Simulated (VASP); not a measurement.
Input of a VASP 6.6.1 run:

Contents of INCAR:

```
SYSTEM = Zn
PREC = Accurate
ENCUT = 520
EDIFF = 1E-6
ISMEAR = 0
SIGMA = 0.1
LREAL = .False.
LASPH = .True.
NELM = 100
ALGO = Normal
ISIF = 2
LWAVE = .False.
LCHARG = .False.
GGA = PE
NBANDS = 19
```

KPOINTS

```
regular mesh
0
Gamma
  6 6 4
  0 0 0
```

POSCAR

```
Zn
1.0
    2.6490583190      0.0000000000      0.0000000000
   -1.3245291595      2.2941518004      0.0000000000
    0.0000000000      0.0000000000      5.1250959022
Zn
2
Direct
    0.3333333333      0.6666666667      0.2499958551
    0.6666666667      0.3333333333      0.7500041449
```

Potentials or basis: VASP PAW PBE potentials, release 64 (Zn).

The run is started by

```sh
$ cat potpaw_PBE.64/Zn/POTCAR > POTCAR
$ mpirun -np 1 vasp_std > vasp.out
```

**Question.** Estimate the band gap on the k mesh.

**Answer.** Zero (bands 12 and 13 overlap by 4.66 eV).

**Question.** Predict the pressure.

**Answer.** 0.3 GPa.

Caveat: the k points lie up to 0.46 Å⁻¹ apart, too coarse for converged energies and pressures of a metal.
